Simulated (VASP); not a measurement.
# C (C2/m) in VASP: further runs

C is run at these levels: r2SCAN; tasks: single point.

Everything below comes from runs of VASP 6.6.1. Logs are shortened: lines on timing, memory, paths and dates and some standing lists are left out, and cuts for length are marked.

### 1 The cell of the first run

It takes space group C2/m (No. 12, monoclinic). The conventional cell has a = 4.254 Å, b = 2.456 Å, c = 3.635 Å, α = 90.00°, β = 112.96°, γ = 90.00°. Within 1.8 Å of C (site symmetry m) lie 3 C at 1.32 to 1.47 Å.

### 2 Single point, r2SCAN (atom 1 (C) moved by (+0.000, -0.100) A along x and y)

POSCAR

```
C
1.0
    1.2280263465      0.7090013417      3.3470108394
   -1.2280263465      0.7090013417      3.3470108394
    0.0000000000     -1.4180026834      3.3470108394
C
2
Direct
    0.1404927572      0.1404927572      0.2110144855
    0.8360000000      0.8360000000      0.8360000000
```

INCAR.step1

```
ALGO     = Normal         # electronic algorithm
EDIFF    = 1E-4           # SCF threshold, eV
ENCUT    = 520            # plane-wave cutoff, eV
GGA      = PE             # functional
ISMEAR   = 0              # smearing method
LASPH    = True           # aspherical terms in the spheres
LCHARG   = False          # write CHGCAR
LREAL    = False          # projectors in reciprocal space
LWAVE    = True           # write WAVECAR
NBANDS   = 11             # bands
NELM     = 80             # most SCF steps
PREC     = Accurate       # precision mode
SIGMA    = 0.05           # smearing width, eV
```

INCAR.step2

```
ALGO     = Normal         # electronic algorithm
EDIFF    = 1E-6           # SCF threshold, eV
ENCUT    = 520            # plane-wave cutoff, eV
ISIF     = 2              # what is computed and relaxed
ISMEAR   = 0              # smearing method
ISTART   = 1            
LASPH    = True           # aspherical terms in the spheres
LCHARG   = True           # write CHGCAR
LELF     = True           # ELF
LMIXTAU  = True         
LREAL    = False          # projectors in reciprocal space
LVHAR    = True         
LWAVE    = False          # write WAVECAR
METAGGA  = R2SCAN         # meta-GGA
NBANDS   = 11             # bands
NELM     = 80             # most SCF steps
PREC     = Accurate       # precision mode
SIGMA    = 0.05           # smearing width, eV
```

KPOINTS

```
k-points
0
Gamma
  12 12 12
```

Potentials or basis: VASP PAW PBE potentials, release 64 (C).

Started as:

```console
> cat potpaw_PBE.64/C/POTCAR > POTCAR
> cp INCAR.step1 INCAR
> mpirun -np 1 vasp_std > vasp.out
> cp INCAR.step2 INCAR
> mpirun -np 1 vasp_std > vasp.out
```

OUTCAR:

```text
EDIFF = 1E-6
   ENCUT = 520
   ISIF = 2
   ISMEAR = 0
   ISTART = 1
   LASPH = True
   LREAL = False
   METAGGA = R2SCAN
   NELM = 80
   PREC = Accurate

 ion  position               nearest neighbor table
   1  0.140  0.140  0.211-   2 1.32   2 1.47   2 1.47
   2  0.836  0.836  0.836-   1 1.32   1 1.47   1 1.47

  LATTYP: Found a trigonal (rhomboedric) cell.
 ALAT       =     3.6349983727
 COS(alpha) =     0.7717362630

  Lattice vectors:

 A1 = (   1.2280263465,   0.7090013417,   3.3470108394)
 A2 = (  -1.2280263465,   0.7090013417,   3.3470108394)
 A3 = (   0.0000000000,  -1.4180026834,   3.3470108394)

Analysis of symmetry for initial positions (statically):
=====================================================================
 Subroutine PRICEL returns:
 Original cell was already a primitive cell.

 Routine SETGRP: Setting up the symmetry group for a
 trigonal (rhombohedral) supercell.

 Subroutine GETGRP returns: Found  4 space group operations
 (whereof  2 operations were pure point group operations)
 out of a pool of 12 trial point group operations.

The static configuration has the point symmetry C_1h.
 The point group associated with its full space group is C_2h.

Analysis of symmetry for dynamics (positions and initial velocities):
=====================================================================
 Subroutine PRICEL returns:
 Original cell was already a primitive cell.

 Routine SETGRP: Setting up the symmetry group for a
 trigonal (rhombohedral) supercell.

 Subroutine GETGRP returns: Found  4 space group operations
 (whereof  2 operations were pure point group operations)
 out of a pool of 12 trial point group operations.

The dynamic configuration has the point symmetry C_1h.
 The point group associated with its full space group is C_2h.

 Subroutine INISYM returns: Found  4 space group operations
 (whereof  2 operations are pure point group operations),
 and found     1 'primitive' translations

----------------------------------------------------------------------------------------

                                     Primitive cell

  volume of cell :      17.4849

  direct lattice vectors                    reciprocal lattice vectors
     1.228026347  0.709001342  3.347010839     0.407157388  0.235072428  0.099591352
    -1.228026347  0.709001342  3.347010839    -0.407157388  0.235072428  0.099591352
     0.000000000 -1.418002683  3.347010839     0.000000000 -0.470144855  0.099591352

  length of vectors
     3.634998373  3.634998373  3.634998373     0.480577384  0.480577384  0.480577384

  position of ions in fractional coordinates (direct lattice)
     0.140492757  0.140492757  0.211014486
     0.836000000  0.836000000  0.836000000

  ion indices of the primitive-cell ions
   primitive index   ion index
                 1           1
                 2           2

----------------------------------------------------------------------------------------

 KPOINTS: k-points

Automatic generation of k-mesh.
 Grid dimensions read from file:
 generate k-points for:   12   12   12

 Generating k-lattice:

  Cartesian coordinates                     Fractional coordinates (reciprocal lattice)
     0.033929782  0.019589369  0.008299279     0.083333333  0.000000000  0.000000000
    -0.033929782  0.019589369  0.008299279     0.000000000  0.083333333  0.000000000
     0.000000000 -0.039178738  0.008299279     0.000000000  0.000000000  0.083333333

  Length of vectors
     0.040048115  0.040048115  0.040048115

  Shift w.r.t. Gamma in fractional coordinates (k-lattice)
     0.000000000  0.000000000  0.000000000

 Subroutine IBZKPT returns following result:
 ===========================================

 Found    476 irreducible k-points:

 Following reciprocal coordinates:
            Coordinates               Weight
  0.000000  0.000000  0.000000      1.000000
  0.083333 -0.000000  0.000000      4.000000
  0.000000  0.000000  0.083333      2.000000
  0.166667 -0.000000  0.000000      4.000000
  0.000000  0.000000  0.166667      2.000000
  0.250000 -0.000000  0.000000      4.000000
[... 16 lines left out ...]
 -0.333333  0.000000 -0.083333      4.000000
  0.083333  0.000000  0.333333      4.000000
 [... further k-points ...]
   k-points           NKPTS =    476   k-points in BZ     NKDIM =    476   number of bands    NBANDS=     11
   number of dos      NEDOS =    301   number of ions     NIONS =      2
   total plane-waves  NPLWV =  21952
   dimension x,y,z NGX =    28 NGY =   28 NGZ =   28
   dimension x,y,z NGXF=    56 NGYF=   56 NGZF=   56
   ions per type =               2
   NGX,Y,Z   is equivalent  to a cutoff of  12.81, 12.81, 12.81 a.u.
   NGXF,Y,Z  is equivalent  to a cutoff of  25.61, 25.61, 25.61 a.u.
 SYSTEM =  unknown system
   PREC   = accura    normal or accurate (medium, high low for compatibility)
   ISTART =      1    job   : 0-new  1-cont  2-samecut
   ICHARG =      0    charge: 1-file 2-atom 10-const
   ISPIN  =      1    spin polarized calculation?
   LNONCOLLINEAR =      F non collinear calculations
   LSORBIT =      F    spin-orbit coupling
   LASPH  =      T    aspherical Exc in radial PAW
   ENCUT  =  520.0 eV  38.22 Ry    6.18 a.u.   6.76  6.76  6.76*2*pi/ulx,y,z
   NELM   =     80;   NELMIN=  2; NELMDL=  0     # of ELM steps
   EDIFF  = 0.1E-05   stopping-criterion for ELM
   LREAL  =      F    real-space projection
   EDIFFG = 0.1E-04   stopping-criterion for IOM
   NSW    =      0    number of steps for IOM
   IBRION =     -1    ionic relax: 0-MD 1-quasi-New 2-CG
   NFREE  =      0    steps in history (QN), initial steepest desc. (CG)
   ISIF   =      2    stress and relaxation
   ISYM   =      2    0-nonsym 1-usesym 2-fastsym
   POTIM  = 0.5000    time-step for ionic-motion
   TEBEG  =    0.0;   TEEND  =   0.0 temperature during run
   PSTRESS=    0.0 pullay stress
   NELECT =       8.0000    total number of electrons
   NUPDOWN=      -1.0000    fix difference up-down
   EMIN   =  10.00;   EMAX   =-10.00  energy-range for DOS
   EFERMI =   0.00;   METHOD = LEGACY
   ISMEAR =     0;   SIGMA  =   0.05  broadening in eV -4-tet -1-fermi 0-gaus
   EFERMI_NEDOS =   21; number of points for ismear=-14 and -15
   IALGO  =     38    algorithm
   IMIX   =      4    mixing-type and parameters
     AMIX     =   0.40;   BMIX     =  1.00
     AMIX_MAG =   1.60;   BMIX_MAG =  1.00
  volume/ion in A,a.u.               =       8.74        59.00
  Fermi-wavevector in a.u.,A,eV,Ry     =   1.261490  2.383870 21.651724  1.591357
  Thomas-Fermi vector in A             =   2.394946
   LORBIT       =      0    0 simple, 1 ext, 2 COOP (PROOUT), +10 PAW based schemes
   METAGGA = R2SCAN    functional components
   LHFCALC =     F    Hartree Fock is set to
   AEXX    =    0.0000 exact exchange contribution
   IVDW    =     0    specifies the selected vdW correction
   LEPSILON=     F    determine dielectric tensor
   LRPA    =     F    only Hartree local field effects (RPA)
 non-spin polarized calculation
 Gauss-broadening in eV      SIGMA  =   0.05
  energy-cutoff  :      520.00
  volume of cell :       17.48
 maximum number of plane-waves:       483
   NGX = 13   NGY = 13   NGZ = 13

 number of electron       8.0000000 magnetization

 Free energy of the ion-electron system (eV)
  ---------------------------------------------------
  ext. energy  EPLUGINS =         0.00000000
  ---------------------------------------------------
  free energy    TOTEN  =       -19.54784249 eV

  energy without entropy =      -19.54784249  energy(sigma->0) =      -19.54784249

 E-fermi :   4.5802     XC(G=0): -11.1534

 val. band max:        4.2565322684   @ k =  -0.3333   0.3333   0.0000
 cond. band min:       4.9794897104   @ k =  -0.4167   0.4167   0.0000
 fundamental gap:      0.7229574420
 Fermi energy:         4.5802267736

 k-point     1 :       0.0000    0.0000    0.0000
  band No.  band energies     occupation
      1     -16.2795      2.00000
      2      -2.3293      2.00000
      3       0.0461      2.00000
      4       3.1974      2.00000
      5       9.1135      0.00000
      6      11.4612      0.00000
      7      15.3044      0.00000
      8      17.2353      0.00000
      9      18.3014      0.00000
     10      28.7522      0.00000
     11      31.3318      0.00000

 k-point     2 :       0.0833   -0.0000    0.0000
  band No.  band energies     occupation
      1     -16.1015      2.00000
      2      -2.1538      2.00000
      3      -0.3288      2.00000
      4       2.4494      2.00000
      5       9.3439      0.00000
      6      11.7580      0.00000
      7      16.0209      0.00000
      8      16.6459      0.00000
      9      18.5178      0.00000
     10      29.2919      0.00000
     11      29.8293      0.00000

 k-point     3 :       0.0000    0.0000    0.0833
  band No.  band energies     occupation
      1     -16.1044      2.00000
      2      -2.1419      2.00000
      3      -0.5067      2.00000
      4       2.6372      2.00000
      5       9.3592      0.00000
      6      12.4040      0.00000
      7      15.0830      0.00000
      8      16.5107      0.00000
      9      18.7151      0.00000
     10      29.3909      0.00000
     11      30.8236      0.00000
[... 267 lines left out ...]
 k-point    23 :      -0.3333    0.0000   -0.0833
  band No.  band energies     occupation
      1     -13.9798      2.00000
      2      -4.1724      2.00000
      3      -1.7564      2.00000
      4      -0.3178      2.00000
      5      11.0962      0.00000
      6      12.7206      0.00000
      7      13.3027      0.00000
      8      19.8759      0.00000
      9      22.0607      0.00000
     10      24.1779      0.00000
     11      27.6507      0.00000

 k-point    24 :       0.0833    0.0000    0.3333
  band No.  band energies     occupation
      1     -14.0131      2.00000
      2      -5.0223      2.00000
      3      -0.7536      2.00000
      4      -0.1049      2.00000
      5      10.6197      0.00000
      6      12.8696      0.00000
      7      14.5954      0.00000
      8      18.2455      0.00000
      9      21.5212      0.00000
     10      24.1651      0.00000
     11      28.7475      0.00000

 [... further k-points ...]

------------------------ aborting loop because EDIFF is reached ----------------------------------------

  FORCE on cell =-STRESS in cart. coord.  units (eV):
  Direction    XX          YY          ZZ          XY          YZ          ZX
  --------------------------------------------------------------------------------------
  -------------------------------------------------------------------------------------
  Total       -0.3677809      2.2218434      0.1268107      0.0000000     -0.3380317      0.0000000
  in kB      -33.7005205    203.5920976     11.6199266      0.0000000    -30.9745467      0.0000000
  external PRESSURE =      60.5038346 kB  Pullay stress =       0.0000000 kB

 VOLUME and BASIS-vectors are now :
 -----------------------------------------------------------------------------
  energy-cutoff  :      520.00
  volume of cell :       17.48
      direct lattice vectors                 reciprocal lattice vectors
     1.228026347  0.709001342  3.347010839     0.407157388  0.235072428  0.099591352
    -1.228026347  0.709001342  3.347010839    -0.407157388  0.235072428  0.099591352
     0.000000000 -1.418002683  3.347010839     0.000000000 -0.470144855  0.099591352

 POSITION                                       TOTAL-FORCE (eV/Angst)
 -----------------------------------------------------------------------------------
      0.00000     -0.10000      1.64673         0.000000      6.239077      0.849487
      0.00000      0.00000      8.39430         0.000000     -6.239077     -0.849487
 -----------------------------------------------------------------------------------
    total drift:                                0.000000     -0.000002     -0.000000

  FREE ENERGIE OF THE ION-ELECTRON SYSTEM (eV)
  ---------------------------------------------------
  free  energy   TOTEN  =       -19.5478424890 eV

  energy  without entropy=      -19.5478424890  energy(sigma->0) =      -19.54784249
```

Wall time 4.4 min (1 thread of Intel Xeon 6975P-C (Granite Rapids), shared host); peak memory 0.21 GiB.

Results:

```yaml
Free_energy: -19.5478 eV
Pressure: 6.1 GPa
Largest_force: 6.297 eV/Å
```

Forces in eV/Å, atoms in the order of the input:
```
C    0.000  6.239  0.849
C    0.000 -6.239 -0.849
```

Caveat: the cell differs from its parent crystal (atom 1 (C) moved by (+0.000, -0.100) A along x and y); the cell stands under pressure; the PAW data sets were made with another functional, which shifts forces and pressure a little.

### 3 Single point, r2SCAN (atom 1 (C) moved by (+0.000, +0.100) A along x and y)

POSCAR, as its differences from that of step 2:

```diff
@@ -8,3 +8,3 @@
 Direct
-    0.1404927572      0.1404927572      0.2110144855
+    0.1875072428      0.1875072428      0.1169855145
     0.8360000000      0.8360000000      0.8360000000
```

INCAR.step1

```
  PREC = Accurate
  ENCUT = 520
  ISMEAR = 0
  SIGMA = 0.05
  LREAL = False
  LASPH = True
  NELM = 80
  NBANDS = 11
  GGA = PE
  ALGO = Normal
  EDIFF = 1E-4
  LWAVE = True
  LCHARG = False
```

INCAR.step2

```
  PREC = Accurate
  ENCUT = 520
  EDIFF = 1E-6
  ISMEAR = 0
  SIGMA = 0.05
  LREAL = False
  LASPH = True
  NELM = 80
  ALGO = Normal
  ISIF = 2
  LWAVE = False
  LCHARG = False
  METAGGA = R2SCAN
  LMIXTAU = True
  NBANDS = 11
  ISTART = 1
```

KPOINTS

```
Automatic mesh
0
Gamma
  12 12 12
```

Potentials or basis: VASP PAW PBE potentials, release 64 (C).

Started as:

```console
> cat potpaw_PBE.64/C/POTCAR > POTCAR
> cp INCAR.step1 INCAR
> mpirun -np 1 vasp_std > vasp.out
> cp INCAR.step2 INCAR
> mpirun -np 1 vasp_std > vasp.out
```

It took 3.8 min on 1 thread of Intel Xeon 6975P-C (Granite Rapids), shared host; peak memory 0.21 GiB.

It converged, with:

```
Free energy   : -19.5919 eV
Pressure      : 5.0 GPa
Largest force : 4.964 eV/Å
```

Forces in eV/Å, atoms in the order of the input:
```
C    0.000 -4.889  0.859
C    0.000  4.889 -0.859
```

Stress tensor (GPa, compression positive):
```
16.16  0.00  0.00
 0.00 -2.44  2.46
 0.00  2.46  1.14
```

Caveat: the cell differs from its parent crystal (atom 1 (C) moved by (+0.000, +0.100) A along x and y); the cell stands under pressure; the PAW data sets were made with another functional, which shifts forces and pressure a little.
